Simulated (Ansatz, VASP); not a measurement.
# One calculation of SiO2, two programs

Contents of POSCAR:

```
SiO2
1.0
    4.9557833448      0.0000000000      0.0000000000
   -2.4778916724      4.2918342723      0.0000000000
    0.0000000000      0.0000000000      5.4279220353
Si O
3 6
Direct
    0.5000000000      0.5000000000      0.3333333333
    0.0000000000      0.5000000000      0.6666666667
    0.5000000000      0.0000000000      0.0000000000
    0.2082404179      0.7917595821      0.8333333333
    0.4164808359      0.2082404179      0.1666666667
    0.2082404179      0.4164808359      0.5000000000
    0.7917595821      0.2082404179      0.8333333333
    0.5835191641      0.7917595821      0.1666666667
    0.7917595821      0.5835191641      0.5000000000
```

The input INCAR.step1:

```
SYSTEM = SiO2
PREC = Accurate
ENCUT = 520
ISMEAR = 0
SIGMA = 0.01
LREAL = .FALSE.
LASPH = .TRUE.
NELM = 60
NBANDS = 34
GGA = PE
ALGO = Normal
EDIFF = 1E-4
LWAVE = .TRUE.
LCHARG = .FALSE.
```

INCAR.step2

```
SYSTEM = SiO2
PREC = Accurate
ENCUT = 520
EDIFF = 1E-7
ISMEAR = 0
SIGMA = 0.01
LREAL = .FALSE.
LASPH = .TRUE.
NELM = 60
ALGO = Normal
ISIF = 2
LWAVE = .FALSE.
LCHARG = .FALSE.
METAGGA = R2SCAN
LMIXTAU = .TRUE.
NBANDS = 34
ISTART = 1
```

Contents of KPOINTS:

```
regular mesh
0
G
  6 6 4
  0 0 0
```

Input for Ansatz:

```yaml
crystal:
  lattice:
    - [4.9557833448, 0.0, 0.0]
    - [-2.4778916724, 4.2918342723, 0.0]
    - [0.0, 0.0, 5.4279220353]
  atoms:
    - { symbol: Si, position: [0.5, 0.5, 0.3333333333] }
    - { symbol: Si, position: [0.0, 0.5, 0.6666666667] }
    - { symbol: Si, position: [0.5, 0.0, 0.0] }
    - { symbol: O, position: [0.2082404179, 0.7917595821, 0.8333333333] }
    - { symbol: O, position: [0.4164808359, 0.2082404179, 0.1666666667] }
    - { symbol: O, position: [0.2082404179, 0.4164808359, 0.5] }
    - { symbol: O, position: [0.7917595821, 0.2082404179, 0.8333333333] }
    - { symbol: O, position: [0.5835191641, 0.7917595821, 0.1666666667] }
    - { symbol: O, position: [0.7917595821, 0.5835191641, 0.5] }
kpoints:
  mp_grid: { grid: [6, 6, 4] }
hamiltonian:
  xc: r2scan
scf:
  occupations: { method: fixed }
  n_extra_bands: 6
output:
  forces: true
  stress: true
  eigenvalues: true
```

Alike in both runs: task single point; functional r2SCAN; k mesh 6 × 6 × 4; no spin polarisation.

|  | VASP | Ansatz |
| --- | --- | --- |
| version | VASP 6.6.1 | Ansatz 0.2.0 |
| potentials or method | VASP PAW PBE potentials, release 64 (Si, O) | plane waves, PAW |
| plane-wave cutoff (eV) | 520 | 500 |
| occupations | gaussian, width 0.01 eV | fixed |
| valence electrons in the cell | 48 | 48 |

|  | VASP | Ansatz | Ansatz less VASP |
| --- | --- | --- | --- |
| gap on the k mesh at the Fermi level (eV) | 6.58 | 6.58 | +0.005 |
| pressure (GPa) | 13.5 | 13.3 | -0.21 |
| traceless stress, the component that is largest in VASP (GPa) | 0.09 | 0.05 | -0.043 |
| rms of the force components (eV/Å) | 0.251 | 0.258 | +0.0063 |

VASP's potentials were made for PBE, not for r2SCAN. Atom by atom the forces differ by 0.006 eV/Å (rms over components).
